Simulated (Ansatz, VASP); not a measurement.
**One calculation of Hf2SiN2, two programs**

```
Hf Si N
1.0
     5.35748    0.00000    0.00000
     0.00000    5.35748    0.00000
     0.00000    0.00000    4.00971
Hf Si N
2 1 2
Direct
  0.50000 0.00000 0.50000
  0.00000 0.50000 0.50000
  0.00000 0.00000 0.50000
  0.50000 0.00000 0.00000
  0.00000 0.50000 0.00000
```

Alike in both runs: task relaxation of cell and atoms; functional PBE; k mesh 8 × 8 × 10; occupations gaussian, width 0.1 eV; no spin polarisation.

|  | VASP | Ansatz |
| --- | --- | --- |
| version | VASP 6.6.1 | Ansatz 0.2.0 |
| potentials or method | VASP PAW PBE potentials, release 64 (Hf_pv, Si, N), cutoff 600 eV | scalar-relativistic, plane waves, PAW |
| valence electrons in the cell | 34 | 66 |

VASP gave:

```
gap on the k mesh at the Fermi level, each at its own relaxed structure (eV) : none
relaxed volume (Å³/atom)                                                     : 23.39
relaxed cell length with the largest relative difference (Å)                 : 4.028
```

Question: Estimate Ansatz's values.

Answer: gap on the k mesh at the Fermi level, each at its own relaxed structure (eV): none; relaxed volume (Å³/atom): 23.41; relaxed cell length with the largest relative difference (Å): 4.032.

A gap of «none» marks a metal or a gap that the smearing closes. VASP's potentials hold 34 valence electrons a cell and Ansatz's 66, so a difference there can come from the potentials and not from the codes.

Spin-orbit coupling is off throughout.
